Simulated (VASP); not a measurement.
# ZnS (Cm) in VASP: notebook

Runs on ZnS. Level: PBE. Tasks: single point.

All numbers are computed with VASP 6.6.1; they aren't measurements. Logs are shortened: lines on timing, memory, paths and dates and some standing lists are left out, and cuts for length are marked.

### Step 1. The cell of the first run

The structure is monoclinic, space group Cm (No. 8). Conventional cell: a = 6.663 Å, b = 3.847 Å, c = 12.639 Å, α = 90.00°, β = 95.04°, γ = 90.00°. Within 3.1 Å of Zn (site symmetry m) lie 4 S at 2.36 Å. Within 3.1 Å of Zn (site symmetry m) lie 4 S at 2.36 Å. Within 3.1 Å of Zn (site symmetry m) lie 4 S at 2.36 to 2.61 Å. Within 3.1 Å of Zn (site symmetry m) lie 4 S at 2.36 Å. S (site symmetry m) has 4 Zn at 2.36 Å within 3.1 Å. S (site symmetry m) has 4 Zn at 2.36 Å within 3.1 Å. S (site symmetry m) has 4 Zn at 2.36 to 2.61 Å within 3.1 Å. S (site symmetry m) has 4 Zn at 2.36 Å within 3.1 Å.

### Step 2. Single point, PBE

The input, INCAR:

```
SYSTEM = ZnS
PREC = Accurate
ENCUT = 520
EDIFF = 1E-6
ISMEAR = 0
SIGMA = 0.05
LREAL = .False.
LASPH = .True.
NELM = 80
ALGO = Normal
ISIF = 2
LWAVE = .False.
LCHARG = .False.
GGA = PE
NBANDS = 46
```

The input, KPOINTS:

```
regular mesh
0
Gamma
  8 8 2
  0 0 0
```

The input, POSCAR:

```
ZnS
1.0
   -3.8467234434      0.0000000000      0.0000000000
   -1.9233617217     -3.3313602233      0.0000000000
   -4.8082119681     -2.7760224741     12.5902250239
Zn S
4 4
Direct
   -0.5468534141     -0.5468534141      0.6562503469
   -0.1302034141     -0.1302034141      0.1562503469
   -0.4218235539     -0.4218235539      0.9062245137
    0.3281597794      0.3281597794      0.4062245137
   -0.7028799652     -0.7028799652      0.8434896978
   -0.2862299652      0.7137700348      0.3434896978
    0.2551402599      0.2551402599      0.0938354415
    0.1718235933      0.1718235933      0.5938354415
```

Potentials or basis: VASP PAW PBE potentials, release 64 (Zn, S).

Started as:

```console
> cat potpaw_PBE.64/Zn/POTCAR potpaw_PBE.64/S/POTCAR > POTCAR
> mpirun -np 1 vasp_std > vasp.out
```

OUTCAR:

```text
SYSTEM = ZnS
   PREC = Accurate
   ENCUT = 520
   EDIFF = 1E-6
   ISMEAR = 0
   LREAL = .False.
   LASPH = .True.
   NELM = 80
   ISIF = 2
   GGA = PE

 ion  position               nearest neighbor table
   1  0.453  0.453  0.656-   8 2.36   8 2.36   8 2.36   5 2.36
   2  0.870  0.870  0.156-   7 2.36   7 2.36   7 2.36   6 2.36
   3  0.578  0.578  0.906-   5 2.36   5 2.36   5 2.36   7 2.61
   4  0.328  0.328  0.406-   6 2.36   6 2.36   6 2.36   8 2.36
   5  0.297  0.297  0.843-   3 2.36   3 2.36   3 2.36   1 2.36
   6  0.714  0.714  0.343-   4 2.36   4 2.36   4 2.36   2 2.36
   7  0.255  0.255  0.094-   2 2.36   2 2.36   2 2.36   3 2.61
   8  0.172  0.172  0.594-   1 2.36   1 2.36   1 2.36   4 2.36

  LATTYP: Found a base centered monoclinic cell.
 ALAT       =     6.6627204466
 B/A-ratio  =     0.5773502692
 C/A-ratio  =     1.8969909618
 COS(beta)  =    -0.0878760117

  Lattice vectors:

 A1 = (  -3.8467234434,  -0.0000000000,   0.0000000000)
 A2 = (  -1.9233617217,  -3.3313602233,   0.0000000000)
 A3 = (   0.9618731970,   0.5553377492,  12.5902250239)

Analysis of symmetry for initial positions (statically):
=====================================================================
 Subroutine PRICEL returns:
 Original cell was already a primitive cell.

 Routine SETGRP: Setting up the symmetry group for a
 base centered monoclinic supercell.

 Subroutine GETGRP returns: Found  2 space group operations
 (whereof  2 operations were pure point group operations)
 out of a pool of  4 trial point group operations.

The static configuration has the point symmetry C_1h.

Analysis of symmetry for dynamics (positions and initial velocities):
=====================================================================
 Subroutine PRICEL returns:
 Original cell was already a primitive cell.

 Routine SETGRP: Setting up the symmetry group for a
 base centered monoclinic supercell.

 Subroutine GETGRP returns: Found  2 space group operations
 (whereof  2 operations were pure point group operations)
 out of a pool of  4 trial point group operations.

The dynamic configuration has the point symmetry C_1h.

 Subroutine INISYM returns: Found  2 space group operations
 (whereof  2 operations are pure point group operations),
 and found     1 'primitive' translations

----------------------------------------------------------------------------------------

                                     Primitive cell

  volume of cell :     161.3415

  direct lattice vectors                    reciprocal lattice vectors
    -3.846723443  0.000000000  0.000000000    -0.259961501  0.150088843 -0.066186267
    -1.923361722 -3.331360223  0.000000000     0.000000000 -0.300177685 -0.066186267
    -4.808211968 -2.776022474 12.590225024     0.000000000  0.000000000  0.079426698

  length of vectors
     3.846723443  3.846723443 13.760049755     0.307387808  0.307387808  0.079426698

  position of ions in fractional coordinates (direct lattice)
     0.453146586  0.453146586  0.656250347
     0.869796586  0.869796586  0.156250347
     0.578176446  0.578176446  0.906224514
     0.328159779  0.328159779  0.406224514
     0.297120035  0.297120035  0.843489698
     0.713770035  0.713770035  0.343489698
     0.255140260  0.255140260  0.093835441
     0.171823593  0.171823593  0.593835441

  ion indices of the primitive-cell ions
   primitive index   ion index
                 1           1
                 2           2
                 3           3
                 4           4
                 5           5
                 6           6
                 7           7
                 8           8

----------------------------------------------------------------------------------------

 KPOINTS: regular mesh

Automatic generation of k-mesh.
 Grid dimensions read from file:
 generate k-points for:    8    8    2

 Generating k-lattice:

  Cartesian coordinates                     Fractional coordinates (reciprocal lattice)
    -0.032495188  0.018761105 -0.008273283     0.125000000  0.000000000  0.000000000
     0.000000000 -0.037522211 -0.008273283     0.000000000  0.125000000 -0.000000000
     0.000000000  0.000000000  0.039713349     0.000000000  0.000000000  0.500000000

  Length of vectors
     0.038423476  0.038423476  0.039713349

  Shift w.r.t. Gamma in fractional coordinates (k-lattice)
     0.000000000  0.000000000  0.000000000

 Subroutine IBZKPT returns following result:
 ===========================================

 Found     42 irreducible k-points:

 Following reciprocal coordinates:
            Coordinates               Weight
  0.000000  0.000000  0.000000      1.000000
  0.125000  0.000000 -0.000000      4.000000
  0.250000  0.000000 -0.000000      4.000000
  0.375000  0.000000  0.000000      4.000000
  0.500000  0.000000 -0.000000      2.000000
  0.125000  0.125000  0.000000      2.000000
[... 16 lines left out ...]
  0.125000  0.000000  0.500000      4.000000
  0.250000  0.000000  0.500000      4.000000
 [... further k-points ...]
   k-points           NKPTS =     42   k-points in BZ     NKDIM =     42   number of bands    NBANDS=     46
   number of dos      NEDOS =    301   number of ions     NIONS =      8
   total plane-waves  NPLWV =  97200
   dimension x,y,z NGX =    30 NGY =   30 NGZ =  108
   dimension x,y,z NGXF=    60 NGYF=   60 NGZF=  216
   ions per type =               4   4
   NGX,Y,Z   is equivalent  to a cutoff of  12.97, 12.97, 13.05 a.u.
   NGXF,Y,Z  is equivalent  to a cutoff of  25.93, 25.93, 26.10 a.u.
 SYSTEM =  ZnS
   PREC   = accura    normal or accurate (medium, high low for compatibility)
   ISTART =      0    job   : 0-new  1-cont  2-samecut
   ICHARG =      2    charge: 1-file 2-atom 10-const
   ISPIN  =      1    spin polarized calculation?
   LNONCOLLINEAR =      F non collinear calculations
   LSORBIT =      F    spin-orbit coupling
   LASPH  =      T    aspherical Exc in radial PAW
   ENCUT  =  520.0 eV  38.22 Ry    6.18 a.u.   7.15  7.15 25.58*2*pi/ulx,y,z
   NELM   =     80;   NELMIN=  2; NELMDL= -5     # of ELM steps
   EDIFF  = 0.1E-05   stopping-criterion for ELM
   LREAL  =      F    real-space projection
   EDIFFG = 0.1E-04   stopping-criterion for IOM
   NSW    =      0    number of steps for IOM
   IBRION =     -1    ionic relax: 0-MD 1-quasi-New 2-CG
   NFREE  =      0    steps in history (QN), initial steepest desc. (CG)
   ISIF   =      2    stress and relaxation
   ISYM   =      2    0-nonsym 1-usesym 2-fastsym
   POTIM  = 0.5000    time-step for ionic-motion
   TEBEG  =    0.0;   TEEND  =   0.0 temperature during run
   PSTRESS=    0.0 pullay stress
   NELECT =      72.0000    total number of electrons
   NUPDOWN=      -1.0000    fix difference up-down
   EMIN   =  10.00;   EMAX   =-10.00  energy-range for DOS
   EFERMI =   0.00;   METHOD = LEGACY
   ISMEAR =     0;   SIGMA  =   0.05  broadening in eV -4-tet -1-fermi 0-gaus
   EFERMI_NEDOS =   21; number of points for ismear=-14 and -15
   IALGO  =     38    algorithm
   IMIX   =      4    mixing-type and parameters
     AMIX     =   0.40;   BMIX     =  1.00
     AMIX_MAG =   1.60;   BMIX_MAG =  1.00
  volume/ion in A,a.u.               =      20.17       136.10
  Fermi-wavevector in a.u.,A,eV,Ry     =   1.251037  2.364118 21.294406  1.565095
  Thomas-Fermi vector in A             =   2.385004
   LORBIT       =      0    0 simple, 1 ext, 2 COOP (PROOUT), +10 PAW based schemes
   GGA     = PE    functional components
   LHFCALC =     F    Hartree Fock is set to
   AEXX    =    0.0000 exact exchange contribution
   IVDW    =     0    specifies the selected vdW correction
   LEPSILON=     F    determine dielectric tensor
   LRPA    =     F    only Hartree local field effects (RPA)
 non-spin polarized calculation
 Gauss-broadening in eV      SIGMA  =   0.05
  energy-cutoff  :      520.00
  volume of cell :      161.34
 maximum number of plane-waves:      4379
 NGX is ok and might be reduce to    30

 number of electron      72.0000016 magnetization

 Free energy of the ion-electron system (eV)
  ---------------------------------------------------
  ext. energy  EPLUGINS =         0.00000000
  ---------------------------------------------------
  free energy    TOTEN  =       -26.96975868 eV

  energy without entropy =      -26.96975868  energy(sigma->0) =      -26.96975868

 E-fermi :   2.3299     XC(G=0):  -9.5471

 val. band max:        2.1153465137   @ k =   0.0000   0.0000   0.0000
 cond. band min:       3.7478023852   @ k =   0.0000   0.0000   0.0000
 fundamental gap:      1.6324558715
 Fermi energy:         2.3299213594

 k-point     1 :       0.0000    0.0000    0.0000
  band No.  band energies     occupation
      1     -11.1248      2.00000
      2     -10.7202      2.00000
      3     -10.5436      2.00000
      4     -10.0751      2.00000
      5      -4.5411      2.00000
      6      -4.5292      2.00000
[... 38 lines left out ...]
     45       8.6144      0.00000
     46       8.6266      0.00000

 k-point     2 :       0.1250    0.0000   -0.0000
  band No.  band energies     occupation
      1     -11.0258      2.00000
      2     -10.6546      2.00000
      3     -10.4410      2.00000
      4     -10.0176      2.00000
      5      -4.5350      2.00000
      6      -4.5135      2.00000
[... 38 lines left out ...]
     45       8.6159      0.00000
     46       8.7733      0.00000

 k-point     3 :       0.2500    0.0000   -0.0000
  band No.  band energies     occupation
      1     -10.7676      2.00000
      2     -10.4623      2.00000
      3     -10.2047      2.00000
      4      -9.8725      2.00000
      5      -4.5293      2.00000
      6      -4.4604      2.00000
[... 1018 lines left out ...]
     45       8.6764      0.00000
     46       8.8553      0.00000

 k-point    24 :       0.2500    0.0000    0.5000
  band No.  band energies     occupation
      1     -10.7609      2.00000
      2     -10.4872      2.00000
      3     -10.1748      2.00000
      4      -9.8842      2.00000
      5      -4.5288      2.00000
      6      -4.4603      2.00000
[... 38 lines left out ...]
     45       9.0338      0.00000
     46       9.2762      0.00000

 [... further k-points ...]
[... 5 lines left out ...]
  --------------------------------------------------------------------------------------
  -------------------------------------------------------------------------------------
  Total       -0.3458612     -0.5704097      0.3495287      0.1944647     -1.1740181     -2.0334591
  in kB       -3.4345226     -5.6643676      3.4709421      1.9311025    -11.6584097    -20.1929592
  external PRESSURE =      -1.8759827 kB  Pullay stress =       0.0000000 kB

 VOLUME and BASIS-vectors are now :
 -----------------------------------------------------------------------------
  energy-cutoff  :      520.00
  volume of cell :      161.34
      direct lattice vectors                 reciprocal lattice vectors
    -3.846723443  0.000000000  0.000000000    -0.259961501  0.150088843 -0.066186267
    -1.923361722 -3.331360223  0.000000000     0.000000000 -0.300177685 -0.066186267
    -4.808211968 -2.776022474 12.590225024     0.000000000  0.000000000  0.079426698

 POSITION                                       TOTAL-FORCE (eV/Angst)
 -----------------------------------------------------------------------------------
     -5.77009     -3.33136      8.26234         0.041718      0.024086     -0.094793
     -5.77009     -3.33136      1.96723         0.151894      0.087696      0.064507
     -7.69345     -4.44181     11.40957         0.307989      0.177817      0.242810
     -3.84672     -2.22091      5.11446         0.017744      0.010245     -0.095843
     -5.77009     -3.33136     10.61973         0.270632      0.156249     -0.017160
     -5.77009     -3.33136      4.32461        -0.057751     -0.033342      0.111679
     -1.92336     -1.11045      1.18141        -0.750273     -0.433171     -0.291606
     -3.84672     -2.22091      7.47652         0.018047      0.010420      0.080406
 -----------------------------------------------------------------------------------
    total drift:                                0.000063      0.000036      0.001865

  FREE ENERGIE OF THE ION-ELECTRON SYSTEM (eV)
  ---------------------------------------------------
  free  energy   TOTEN  =       -26.9697586834 eV

  energy  without entropy=      -26.9697586834  energy(sigma->0) =      -26.96975868
```

It took 2.8 min on 1 thread of Intel Xeon 6975P-C (Granite Rapids), shared host; peak memory 0.42 GiB.

Results:

- Free energy: -26.9698 eV
- Pressure: -0.2 GPa
- Largest force: 0.914 eV/Å
- Band gap on the k mesh: 1.63 eV, direct

Forces in eV/Å, atoms in the order of the input:
```
Zn   0.042  0.024 -0.095
Zn   0.152  0.088  0.065
Zn   0.308  0.178  0.243
Zn   0.018  0.010 -0.096
S    0.271  0.156 -0.017
S   -0.058 -0.033  0.112
S   -0.750 -0.433 -0.292
S    0.018  0.010  0.080
```

### Step 3. Single point, PBE

This run uses another cell than the first one, of the same volume but with other edges.

The input, INCAR:

```
  ALGO = Normal
  EDIFF = 1E-7
  ENCUT = 520
  GGA = PE
  ISIF = 2
  ISMEAR = 0
  LASPH = True
  LCHARG = True
  LELF = True
  LREAL = False
  LVHAR = True
  LWAVE = False
  NBANDS = 46
  NELM = 60
  PREC = Accurate
  SIGMA = 0.05
```

The input, KPOINTS:

```
k-points
0
Gamma
  8 8 2
```

The input, POSCAR:

```
ZnS
1.0
   -3.8467234434      0.0000000000      0.0000000000
   -1.9233617217     -3.3313602233      0.0000000000
   -0.4806480943     -0.2775023066     12.5902250239
Zn S
4 4
Direct
   -0.0546656539     -0.0546656539      0.6562503469
   -0.0130156539     -0.0130156539      0.1562503469
    0.2578448313      0.2578448313      0.9062245137
    0.6328281647      0.6328281647      0.4062245137
   -0.0702626918     -0.0702626918      0.8434896978
   -0.0286126918      0.9713873082      0.3434896978
    0.3255168411      0.3255168411      0.0938354415
    0.6172001744      0.6172001744      0.5938354415
```

Potentials or basis: VASP PAW PBE potentials, release 64 (Zn, S).

Started as:

```console
> cat potpaw_PBE.64/Zn/POTCAR potpaw_PBE.64/S/POTCAR > POTCAR
> mpirun -np 1 vasp_std > vasp.out
```

It took 2.7 min on 1 thread of Intel Xeon 6975P-C (Granite Rapids), shared host; peak memory 0.41 GiB.

Results (log left out):

```yaml
Free_energy: -27.3072 eV
Pressure: 0.0 GPa
Largest_force: 0.371 eV/Å
Band_gap_on_the_k_mesh: 1.96 eV, direct
```

Forces in eV/Å, atoms in the order of the input:
```
Zn  -0.012 -0.007 -0.022
Zn  -0.004 -0.002  0.016
Zn  -0.165 -0.095  0.151
Zn  -0.009 -0.005 -0.025
S   -0.096 -0.056  0.033
S    0.025  0.015  0.028
S    0.269  0.155 -0.202
S   -0.008 -0.005  0.022
```

Stress tensor (GPa, compression positive):
```
-0.24 -0.47  0.89
-0.47  0.31  0.51
 0.89  0.51 -0.13
```

Levels at points of the mesh, in eV from the valence-band top:
| k point | band 32 | band 33 | band 34 | band 35 | band 36 | band 37 | band 38 | band 39 | band 40 | band 41 |
| --- | --- | --- | --- | --- | --- | --- | --- | --- | --- | --- |
| (0.00, 0.00, 0.00) | -0.46 | -0.44 | -0.13 | -0.02 | 0.00 | 1.96 | 3.13 | 3.30 | 3.47 | 6.21 |
| (0.50, 0.00, 0.00) | -1.64 | -1.55 | -1.52 | -1.11 | -0.86 | 3.12 | 3.37 | 3.73 | 4.25 | 4.87 |
| (0.50, 0.50, 0.00) | -1.66 | -1.60 | -1.56 | -0.99 | -0.88 | 3.05 | 3.43 | 3.82 | 4.32 | 4.58 |
| (0.00, 0.00, 0.50) | -0.69 | -0.26 | -0.20 | -0.15 | -0.14 | 2.76 | 2.88 | 3.21 | 3.27 | 6.18 |
| (0.50, 0.00, 0.50) | -1.94 | -1.60 | -1.42 | -1.09 | -1.07 | 3.52 | 3.71 | 3.77 | 3.99 | 4.60 |
| (0.50, 0.50, 0.50) | -1.98 | -1.58 | -1.30 | -1.13 | -1.07 | 3.46 | 3.82 | 3.92 | 4.06 | 4.15 |

A hybrid or GW would open this gap; PBE tends to underestimate it.
